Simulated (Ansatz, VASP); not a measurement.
**Al2P3: VASP beside Ansatz**

```
CELL_PARAMETERS angstrom
3.35608 0.00000 0.00000
0.00000 3.35608 0.00000
0.00000 0.00000 7.38966
ATOMIC_POSITIONS crystal
Al 0.00000 0.00000 0.71109
Al 0.00000 0.00000 0.28891
P 0.50000 0.50000 0.83954
P 0.50000 0.50000 0.16046
P 0.50000 0.50000 0.50000
```

Alike in both runs: functional PBE; k mesh 12 × 12 × 6; occupations gaussian, width 0.1 eV; no spin polarisation.

Ansatz relaxed the structure, and its values are those at the end. VASP's run is a single point on that final structure, the one shown.

```csv
,VASP,Ansatz
version,VASP 6.6.1,Ansatz 0.2.0
potentials or method,"VASP PAW PBE potentials, release 64 (Al, P), cutoff 520 eV","scalar-relativistic, plane waves, PAW"
valence electrons in the cell,21,21
```

Ansatz gave:

```
gap on the k mesh at the Fermi level (eV) : none
pressure (GPa)                            : 0.0
```

Question: Estimate VASP's values.

Answer: gap on the k mesh at the Fermi level (eV): none; pressure (GPa): -0.1.

A gap of «none» marks a metal or a gap that the smearing closes.
